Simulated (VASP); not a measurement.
N: single point with LDA

Crystal: N.

```
CELL_PARAMETERS angstrom
4.31141 0.00000 0.00000
0.00000 4.31141 0.00000
0.00000 0.00000 4.79698
ATOMIC_POSITIONS crystal
N 0.90428 0.90428 0.00000
N 0.59572 0.40428 0.50000
N 0.09572 0.09572 0.00000
N 0.40428 0.59572 0.50000
```

This cell differs from its parent crystal: ratio of the length along z to the lengths across it x 0.85, volume and fractional coordinates fixed.

- Program: VASP 6.6.1
- Task: single point
- Functional: LDA
- Potentials or basis: VASP PAW LDA potentials, release 64 (N)
- Cutoff: 520 eV
- k mesh: 6 × 6 × 6
- Occupations: gaussian, width 0.05 eV
- Spin: no spin polarisation
- Dipole correction: no
- Further INCAR settings: ALGO = Normal; EDIFF = 1e-06; NBANDS = 18

```yaml
Pressure: -11.4 GPa
Largest_force: 7.650 eV/Å
Band_gap_on_the_k_mesh: 6.04 eV
```

Forces in eV/Å, atoms in the order of the input:
```
N    5.409  5.409  0.000
N   -5.409  5.409  0.000
N   -5.409 -5.409  0.000
N    5.409 -5.409  0.000
```

Stress tensor (GPa, compression positive):
```
-16.75   0.00   0.00
  0.00 -16.75   0.00
  0.00   0.00  -0.57
```

Levels at points of the mesh, in eV from the valence-band top:
```
           k point  band 8  band 9  band 10  band 11  band 12  band 13
(0.00, 0.00, 0.00)   -1.01   -0.93     0.00     6.04     7.21     7.24
(0.50, 0.00, 0.00)   -1.27   -0.15    -0.15     7.06     7.06     7.14
(0.50, 0.50, 0.00)   -1.23   -0.10    -0.10     6.95     6.95     7.62
(0.00, 0.00, 0.50)   -1.15   -0.21    -0.21     6.59     6.59     7.18
(0.50, 0.00, 0.50)   -1.03   -0.27    -0.27     6.68     6.68     7.39
(0.50, 0.50, 0.50)   -1.35   -0.01    -0.01     6.93     6.93     7.62
```

It took 100 s on 1 thread of AMD EPYC 7571 (shared host), peak memory 0.14 GiB.

Caveat: the standard files for N, O and F lose accuracy on very short bonds; the cell stands under tension; forces of over 1 eV/Å act on the atoms, so gaps and moduli don't describe the material at rest. A k mesh can miss the band edges.
